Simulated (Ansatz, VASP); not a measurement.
**MoS2 in VASP and in Ansatz**

File INCAR:

```
SYSTEM = MoS2
PREC = Accurate ; ENCUT = 520
EDIFF = 1E-6 ; ISMEAR = 0
SIGMA = 0.05 ; LREAL = .FALSE.
LASPH = .TRUE. ; NELM = 80
ALGO = Normal ; ISIF = 2
LWAVE = .FALSE. ; LCHARG = .TRUE.
GGA = PE ; IVDW = 12
LELF = .TRUE. ; LVHAR = .TRUE.
NBANDS = 35
```

File KPOINTS:

```
regular mesh
0
G
  12 12 4
  0 0 0
```

The input POSCAR:

```
MoS2
1.0
    2.9919000000      0.0000000000      0.0000000000
   -1.4959500000      2.5910614056      0.0000000000
    0.0000000000      0.0000000000     12.9667000000
Mo S
2 4
Direct
    0.6666666667      0.3333333333      0.2501439769
    0.3333333333      0.6666666667      0.7498560231
    0.3333333333      0.6666666667      0.3795985159
    0.6666666667      0.3333333333      0.8793132861
    0.3333333333      0.6666666667      0.1206867139
    0.6666666667      0.3333333333      0.6204014841
```

Input for Ansatz:

```yaml
crystal:
  lattice:
    - [2.9919, 0.0, 0.0]
    - [-1.49595, 2.5910614056, 0.0]
    - [0.0, 0.0, 12.9667]
  atoms:
    - { symbol: Mo, position: [0.6666666667, 0.3333333333, 0.2501439769] }
    - { symbol: Mo, position: [0.3333333333, 0.6666666667, 0.7498560231] }
    - { symbol: S, position: [0.3333333333, 0.6666666667, 0.3795985159] }
    - { symbol: S, position: [0.6666666667, 0.3333333333, 0.8793132861] }
    - { symbol: S, position: [0.3333333333, 0.6666666667, 0.1206867139] }
    - { symbol: S, position: [0.6666666667, 0.3333333333, 0.6204014841] }
basis:
  ecutwfc: 420
kpoints:
  mp_grid: { grid: [12, 12, 4] }
hamiltonian:
  xc: pbe
  pseudopotentials: { kind: paw, azcp: { folder: soft_1 } }
  dispersion: d3bj
scf:
  occupations: { method: gaussian, width: 0.05 }
output:
  forces: true
  stress: true
  eigenvalues: true
```

Alike in both runs: task single point; functional PBE; dispersion D3(BJ); k mesh 12 × 12 × 4; occupations gaussian, width 0.05 eV; no spin polarisation.

|  | VASP | Ansatz |
| --- | --- | --- |
| version | VASP 6.6.1 | Ansatz 0.2.0 |
| potentials or method | VASP PAW PBE potentials, release 64 (Mo_sv, S), cutoff 520 eV | scalar-relativistic, plane waves, PAW |
| valence electrons in the cell | 52 | 52 |

VASP gave:

| Item | Value |
| --- | --- |
| gap on the k mesh at the Fermi level (eV) | 0.95 |
| least direct gap on the mesh (eV) | 1.68 |
| pressure (GPa) | 4.2 |
| traceless stress, the component that is largest in VASP (GPa) | -16.19 |
| rms of the force components (eV/Å) | 0.442 |

What did Ansatz give for the same quantities?

gap on the k mesh at the Fermi level (eV): 0.95; least direct gap on the mesh (eV): 1.67; pressure (GPa): 4.3; traceless stress, the component that is largest in VASP (GPa): -16.10; rms of the force components (eV/Å): 0.437.

Atom by atom the forces differ by 0.006 eV/Å (rms over components).
